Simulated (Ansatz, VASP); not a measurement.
## One calculation of Al2Cu, two programs

The input INCAR:

```
  PREC = Accurate
  ENCUT = 520
  EDIFF = 1E-7
  ISMEAR = 0
  SIGMA = 0.15
  LREAL = F
  LASPH = T
  NELM = 80
  ALGO = Fast
  ISIF = 2
  LWAVE = F
  LCHARG = F
  GGA = PS
  NBANDS = 16
```

KPOINTS

```
Automatic mesh
0
Gamma
  16 16 16
```

File POSCAR:

```
Al2Cu
1.0
   -2.0246315468      2.0246315468      2.8630136658
    2.0246315468     -2.0246315468      2.8630136658
    2.0246315468      2.0246315468     -2.8630136658
Al Cu
2 1
Direct
    0.7500000000      0.2006082970      0.4506082970
    0.2500000000      0.7993917030      0.5493917030
    0.5000000000      0.5000000000      0.0000000000
```

Input for Ansatz:

```yaml
crystal:
  lattice:
    - [-2.0246315468, 2.0246315468, 2.8630136658]
    - [2.0246315468, -2.0246315468, 2.8630136658]
    - [2.0246315468, 2.0246315468, -2.8630136658]
  atoms:
    - { symbol: Al, position: [0.75, 0.200608297, 0.450608297] }
    - { symbol: Al, position: [0.25, 0.799391703, 0.549391703] }
    - { symbol: Cu, position: [0.5, 0.5, 0.0] }
basis:
  ecutwfc: 420
kpoints:
  mp_grid: { grid: [16, 16, 16] }
hamiltonian:
  xc: pbesol
scf:
  occupations: { method: gaussian, width: 0.15 }
output:
  forces: true
  stress: true
  eigenvalues: true
```

Change from the starting cell: mode 7 (289.8 1/cm) frozen in, largest displacement -0.200 Å.

Alike in both runs: task single point; functional PBEsol; k mesh 16 × 16 × 16; occupations gaussian, width 0.15 eV; no spin polarisation.

|  | VASP | Ansatz |
| --- | --- | --- |
| version | VASP 6.6.1 | Ansatz 0.2.0 |
| potentials or method | VASP PAW PBE potentials, release 64 (Al, Cu), cutoff 520 eV | scalar-relativistic, plane waves, PAW |
| valence electrons in the cell | 17 | 25 |

|  | VASP | Ansatz | Ansatz less VASP |
| --- | --- | --- | --- |
| gap on the k mesh at the Fermi level (eV) | none | none | - |
| pressure (GPa) | 3.8 | 3.6 | -0.28 |
| traceless stress, the component that is largest in VASP (GPa) | 7.20 | 7.15 | -0.047 |
| rms of the force components (eV/Å) | 0.848 | 0.846 | -0.0018 |

VASP's potentials were made for PBE, not for PBEsol. Atom by atom the forces differ by 0.002 eV/Å (rms over components). A gap of «none» marks a metal or a gap that the smearing closes. VASP's potentials hold 17 valence electrons a cell and Ansatz's 25, so a difference there can come from the potentials and not from the codes.
